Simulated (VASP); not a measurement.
Sn2Ir: single point with LDA

Sn2Ir:

```
CELL_PARAMETERS angstrom
0.00000 3.16900 3.23238
3.16900 0.00000 3.23238
3.16900 3.16900 0.00000
ATOMIC_POSITIONS crystal
Sn 0.25000 0.25000 0.25000
Sn 0.75000 0.75000 0.75000
Ir 0.00000 0.00000 0.00000
```

This cell differs from its parent crystal: zz strain of +2 %.

```
Program                : VASP 6.6.1
Task                   : single point
Functional             : LDA
Potentials or basis    : VASP PAW LDA potentials, release 64 (Sn_d, Ir)
Cutoff                 : 520 eV
k mesh                 : 10 × 10 × 10
Occupations            : fermi-dirac, width 0.03 eV
Spin                   : no spin polarisation
Dipole correction      : no
Further INCAR settings : ALGO = Normal; EDIFF = 1e-07; NBANDS = 26
```

```yaml
Pressure: -4.2 GPa
Band_gap_on_the_k_mesh: zero (an odd number of electrons rules out a gap without spin polarisation)
```

Stress tensor (GPa, compression positive):
```
-3.75  0.00  0.00
 0.00 -3.75  0.00
 0.00  0.00 -5.16
```

Levels at points of the mesh, in eV from the Fermi level:
```tsv
k point	band 16	band 17	band 18	band 19	band 20	band 21	band 22	band 23
(0.00, 0.00, 0.00)	-2.09	-2.02	3.24	3.70	3.70	3.74	3.74	4.03
(0.50, 0.00, 0.00)	-1.99	-1.99	-0.08	0.03	1.25	2.41	4.08	4.11
(0.50, 0.50, 0.00)	-2.44	-2.44	-2.14	-1.88	1.24	3.41	7.90	7.97
(0.50, 0.00, 0.50)	-2.49	-2.37	-2.09	-1.90	1.15	3.29	7.77	8.16
```

Run time: 5.1 min on 1 thread of Intel Xeon 8259CL, with other jobs on the host, peak memory 0.29 GiB.

Caveat: the cell differs from its parent crystal (zz strain of +2 %); the cell stands under tension; spin-orbit coupling is left out, which moves the levels of the heavy elements.
